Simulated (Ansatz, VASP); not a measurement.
One calculation of HCO2, two programs

```
H C O
1.0
     6.17982    0.00000    0.00000
     0.00000    7.61779    0.00000
     0.00000    0.00000    6.66948
H C O
8 8 16
Direct
  0.84470 0.30401 0.40563
  0.15530 0.80401 0.09437
  0.65530 0.69599 0.90563
  0.34470 0.19599 0.59437
  0.15530 0.69599 0.59437
  0.84470 0.19599 0.90563
  0.34470 0.30401 0.09437
  0.65530 0.80401 0.40563
  0.91638 0.05692 0.44344
  0.08362 0.55692 0.05656
  0.58362 0.94308 0.94344
  0.41638 0.44308 0.55656
  0.08362 0.94308 0.55656
  0.91638 0.44308 0.94344
  0.41638 0.05692 0.05656
  0.58362 0.55692 0.44344
  0.76833 0.99293 0.34517
  0.23167 0.49293 0.15483
  0.73167 0.00707 0.84517
  0.26833 0.50707 0.65483
  0.23167 0.00707 0.65483
  0.76833 0.50707 0.84517
  0.26833 0.99293 0.15483
  0.73167 0.49293 0.34517
  0.95614 0.22377 0.46899
  0.04386 0.72377 0.03101
  0.54386 0.77623 0.96899
  0.45614 0.27623 0.53101
  0.04386 0.77623 0.53101
  0.95614 0.27623 0.96899
  0.45614 0.22377 0.03101
  0.54386 0.72377 0.46899
```

Alike in both runs: functional PBE; dispersion D3(BJ); k mesh 4 × 4 × 4; occupations gaussian, width 0.02 eV; no spin polarisation.

Ansatz relaxed the structure, and its values are those at the end. VASP's run is a single point on that final structure, the one shown.

|  | VASP | Ansatz |
| --- | --- | --- |
| version | VASP 6.6.1 | Ansatz 0.2.0 |
| potentials or method | VASP PAW PBE potentials, release 64 (H, C, O), cutoff 520 eV | scalar-relativistic, plane waves, PAW |
| valence electrons in the cell | 136 | 136 |

|  | VASP | Ansatz | Ansatz less VASP |
| --- | --- | --- | --- |
| gap on the k mesh at the Fermi level (eV) | 3.21 | 3.21 | +0.003 |
| least direct gap on the mesh (eV) | 3.21 | 3.21 | +0.003 |
| pressure (GPa) | 0.9 | 0.0 | -0.84 |
| rms of the force components (eV/Å) | 0.166 | 0.007 | -0.1594 |

One of these differences is far larger than is usual between the two programs; its cause wasn't traced.

Noted on VASP's run: the standard files for N, O and F lose accuracy on very short bonds.
